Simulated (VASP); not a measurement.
# P (a cell with a defect) in VASP: notebook, part 2 of 3

VASP 6.6.1. Earlier steps stand in the parts before.

## 3. Single point, PBE

The input, INCAR:

```
  PREC = Accurate
  ENCUT = 520
  EDIFF = 1E-6
  ISMEAR = -1
  SIGMA = 0.1
  LREAL = Auto
  LASPH = True
  NELM = 100
  ALGO = Normal
  ISIF = 2
  LWAVE = False
  LCHARG = True
  GGA = PE
  LELF = True
  LVHAR = True
  NBANDS = 50
```

The input, KPOINTS:

```
Automatic mesh
0
Gamma
  2 2 3
```

The input, POSCAR:

```
P
1.0
   -6.6886500000      0.0000000000     -0.0000003200
    0.0000000000     -8.8508400000      0.0000000000
    1.6721622500      0.0000000000      5.3044420800
P
15
Direct
    0.0751300118      0.4552006363      0.2105360012
    0.3242492594      0.2859693543      0.2009953333
    0.4686202735      0.0418500391      0.7949120919
    0.2341984899      0.2169682200      0.7973871731
    0.0140506407      0.9657775985      0.1814745057
    0.2643033808      0.7992497887      0.1582004426
    0.4557865190      0.5288868627      0.7954936791
    0.1946177757      0.6949515526      0.7718923122
    0.5751162175      0.4537207768      0.1998466885
    0.8324841286      0.2843831772      0.2269982871
    0.8114147681      0.1428293812      0.8778552371
    0.5343907427      0.9520581097      0.1875994037
    0.7880622838      0.7836371463      0.1972731979
    0.9544879493      0.5266623281      0.8032108262
    0.7039971979      0.6987849741      0.7950561363
```

Potentials or basis: VASP PAW PBE potentials, release 64 (P).

On the command line:

```bash
$ cat potpaw_PBE.64/P/POTCAR > POTCAR
$ mpirun -np 1 vasp_std > vasp.out
```

OUTCAR:

```text
PREC = Accurate
   ENCUT = 520
   EDIFF = 1E-6
   ISMEAR = -1
   LREAL = Auto
   LASPH = True
   NELM = 100
   ISIF = 2
   GGA = PE

 ion  position               nearest neighbor table
   1  0.075  0.455  0.211-  10 2.24   2 2.25  14 2.25
   2  0.324  0.286  0.201-   4 2.23   9 2.24   1 2.25
   3  0.469  0.042  0.795-   4 2.21  12 2.24  11 2.37
   4  0.234  0.217  0.797-   3 2.21   2 2.23
   5  0.014  0.966  0.181-  13 2.23   6 2.26  11 2.40
   6  0.264  0.799  0.158-  12 2.22   8 2.25   5 2.26
   7  0.456  0.529  0.795-  15 2.24   9 2.25   8 2.26
   8  0.195  0.695  0.772-  14 2.24   6 2.25   7 2.26
   9  0.575  0.454  0.200-   2 2.24   7 2.25  10 2.25
  10  0.832  0.284  0.227-   1 2.24   9 2.25  11 2.28
  11  0.811  0.143  0.878-  10 2.28   3 2.37   5 2.40
  12  0.534  0.952  0.188-   6 2.22   3 2.24  13 2.25
  13  0.788  0.784  0.197-   5 2.23  12 2.25  15 2.26
  14  0.954  0.527  0.803-   8 2.24   1 2.25  15 2.25
  15  0.704  0.699  0.795-   7 2.24  14 2.25  13 2.26

  LATTYP: Found a simple monoclinic cell.
 ALAT       =     5.5617652207
 B/A-ratio  =     1.5913724598
 C/A-ratio  =     1.2026127919
 COS(beta)  =    -0.3006531987

  Lattice vectors:

 A1 = (   1.6721622500,   0.0000000000,   5.3044420800)
 A2 = (   0.0000000000,   8.8508400000,   0.0000000000)
 A3 = (  -6.6886500000,   0.0000000000,  -0.0000003200)

Analysis of symmetry for initial positions (statically):
=====================================================================
 Subroutine PRICEL returns:
 Original cell was already a primitive cell.

 Routine SETGRP: Setting up the symmetry group for a
 simple monoclinic supercell.

 Subroutine GETGRP returns: Found  1 space group operations
 (whereof  1 operations were pure point group operations)
 out of a pool of  4 trial point group operations.

[... 153 lines left out ...]
   LRPA    =     F    only Hartree local field effects (RPA)
 non-spin polarized calculation
  energy-cutoff  :      520.00
  volume of cell :      314.02
 maximum number of plane-waves:      8513
 NGX is ok and might be reduce to    50
   NGX = 25   NGY = 33   NGZ = 21

 number of electron      74.9999998 magnetization

 Free energy of the ion-electron system (eV)
  ---------------------------------------------------
  ext. energy  EPLUGINS =         0.00000000
  ---------------------------------------------------
  free energy    TOTEN  =       -78.90095077 eV

  energy without entropy =      -78.85003410  energy(sigma->0) =      -78.87549243

 E-fermi :   5.0312     XC(G=0):  -9.3579

 val. band max:        4.7525496293   @ k =   0.5000   0.0000   0.3333
 cond. band min:       5.2371530003   @ k =   0.0000   0.0000   0.0000
 fundamental gap:      0.4846033710
 Fermi energy:         5.0312491809

 k-point     1 :       0.0000    0.0000    0.0000
  band No.  band energies     occupation
      1      -9.8538      2.00000
      2      -8.6647      2.00000
      3      -8.3637      2.00000
      4      -7.2357      2.00000
      5      -7.1052      2.00000
      6      -6.6868      2.00000
[... 405 lines left out ...]
     48       8.0989      0.00000
     49       8.3704      0.00000
 [bands above 49 left out]

------------------------ aborting loop because EDIFF is reached ----------------------------------------

  FORCE on cell =-STRESS in cart. coord.  units (eV):
  Direction    XX          YY          ZZ          XY          YZ          ZX
  --------------------------------------------------------------------------------------
  -------------------------------------------------------------------------------------
  Total       -4.7285685     -3.4311274      1.1364597      4.9499756      0.0204380     -0.0066082
  in kB      -24.1255709    -17.5059128      5.7983170     25.2552096      0.1042765     -0.0337158
  external PRESSURE =     -11.9443889 kB  Pullay stress =       0.0000000 kB

 VOLUME and BASIS-vectors are now :
 -----------------------------------------------------------------------------
  energy-cutoff  :      520.00
  volume of cell :      314.02
      direct lattice vectors                 reciprocal lattice vectors
    -6.688650000  0.000000000 -0.000000320    -0.149507003  0.000000000  0.047130304
     0.000000000 -8.850840000  0.000000000     0.000000000 -0.112983626  0.000000000
     1.672162250  0.000000000  5.304442080    -0.000000009  0.000000000  0.188521243

 POSITION                                       TOTAL-FORCE (eV/Angst)
 -----------------------------------------------------------------------------------
     -0.15047     -4.02891      1.11678        -0.017861      0.043989     -0.031501
     -1.83269     -2.53107      1.06617        -0.001447     -0.023661     -0.063820
     -1.80522     -0.37041      4.21657         0.027811     -0.015977      0.034600
     -0.23311     -1.92035      4.22969        -0.075233     -0.020636      0.008503
      0.20947     -8.54794      0.96262         0.057319      0.002653     -0.027467
     -1.50330     -7.07403      0.83917         0.020359     -0.062350     -0.050982
     -1.71840     -4.68109      4.21965         0.000656     -0.041638      0.037470
     -0.01100     -6.15090      4.09446         0.014968      0.029070      0.030698
     -3.51257     -4.01581      1.06007        -0.000123      0.047787     -0.033636
     -5.18862     -2.51703      1.20410        -0.020099     -0.022714     -0.022616
     -3.95935     -1.26416      4.65653        -0.088311      0.108211      0.096933
     -3.26066     -8.42651      0.99511         0.027511      0.007307     -0.051694
     -4.94120     -6.93585      1.04642         0.031420     -0.034210     -0.021783
     -5.04114     -4.66140      4.26059         0.015214     -0.039618      0.040598
     -3.37933     -6.18483      4.21733         0.007815      0.021787      0.054698
 -----------------------------------------------------------------------------------
    total drift:                                0.002495     -0.003240     -0.002400

  FREE ENERGIE OF THE ION-ELECTRON SYSTEM (eV)
  ---------------------------------------------------
  free  energy   TOTEN  =       -78.9009507707 eV

  energy  without entropy=      -78.8500340971  energy(sigma->0) =      -78.87549243
```

OSZICAR:

```text
N       E                     dE             d eps       ncg     rms          rms(c)
DAV:   1     0.303977427188E+03    0.30398E+03   -0.30536E+04   800   0.127E+03
DAV:   2    -0.515303608018E+02   -0.35551E+03   -0.34172E+03   984   0.206E+02
DAV:   3    -0.786934372229E+02   -0.27163E+02   -0.26690E+02  1016   0.557E+01
DAV:   4    -0.794302291039E+02   -0.73679E+00   -0.73157E+00  1072   0.102E+01
DAV:   5    -0.794497303274E+02   -0.19501E-01   -0.19478E-01  1032   0.162E+00    0.187E+01
DAV:   6    -0.790527303610E+02    0.39700E+00   -0.29827E-01  1024   0.197E+00    0.111E+01
DAV:   7    -0.788995525605E+02    0.15318E+00   -0.49244E-01   968   0.239E+00    0.586E-01
DAV:   8    -0.789001234583E+02   -0.57090E-03   -0.48945E-02   952   0.861E-01    0.520E-01
DAV:   9    -0.789004368071E+02   -0.31335E-03   -0.36248E-03  1056   0.212E-01    0.341E-01
DAV:  10    -0.789007314265E+02   -0.29462E-03   -0.94169E-04   952   0.111E-01    0.134E-01
DAV:  11    -0.789009243509E+02   -0.19292E-03   -0.51564E-04  1000   0.883E-02    0.435E-02
DAV:  12    -0.789009331244E+02   -0.87735E-05   -0.73599E-05  1024   0.306E-02    0.385E-02
DAV:  13    -0.789009468901E+02   -0.13766E-04   -0.15977E-05   912   0.146E-02    0.153E-02
DAV:  14    -0.789009503733E+02   -0.34831E-05   -0.73918E-06   936   0.105E-02    0.788E-03
DAV:  15    -0.789009507707E+02   -0.39737E-06   -0.12600E-06   632   0.423E-03
   1 F= -.78900951E+02 E0= -.78875492E+02  d E =-.509167E-01
```

stdout:

```text
POSCAR found type information on POSCAR P
 POSCAR found :  1 types and      15 ions
 scaLAPACK will be used
 LDA part: xc-table for (Slater+PW92), standard interpolation
 POSCAR, INCAR and KPOINTS ok, starting setup
 FFT: planning ... GRIDC
 FFT: planning ... GRID_SOFT
 FFT: planning ... GRID
 WAVECAR not read
 entering main loop
```

It took 1.9 min on 1 thread of Intel Xeon Platinum 8559C (Emerald Rapids), shared host; peak memory 0.37 GiB.

Results:

```yaml
Free_energy: -78.9010 eV
Pressure: -1.2 GPa
Largest_force: 0.170 eV/Å
Band_gap_on_the_k_mesh: zero (an odd number of electrons rules out a gap without spin polarisation)
```

Forces in eV/Å, atoms in the order of the input:
```
P   -0.018  0.044 -0.032
P   -0.001 -0.024 -0.064
P    0.028 -0.016  0.035
P   -0.075 -0.021  0.009
P    0.057  0.003 -0.027
P    0.020 -0.062 -0.051
P    0.001 -0.042  0.037
P    0.015  0.029  0.031
P    0.000  0.048 -0.034
P   -0.020 -0.023 -0.023
P   -0.088  0.108  0.097
P    0.028  0.007 -0.052
P    0.031 -0.034 -0.022
P    0.015 -0.040  0.041
P    0.008  0.022  0.055
```

Levels at points of the mesh, in eV from the Fermi level:
```csv
k point,band 35,band 36,band 37,band 38,band 39,band 40
"(0.00, 0.00, 0.00)",-0.94,-0.79,-0.74,0.21,0.84,1.18
"(0.50, 0.00, 0.00)",-1.39,-1.06,-0.72,-0.44,1.35,1.49
"(0.00, 0.50, 0.00)",-1.18,-1.06,-0.62,0.29,1.11,1.66
"(0.50, 0.50, 0.00)",-1.50,-1.29,-1.11,-0.72,1.16,1.60
```

Caveat: the k points lie up to 0.49 Å⁻¹ apart, too coarse for converged energies and pressures of a metal.

[end of part 2 of 3]
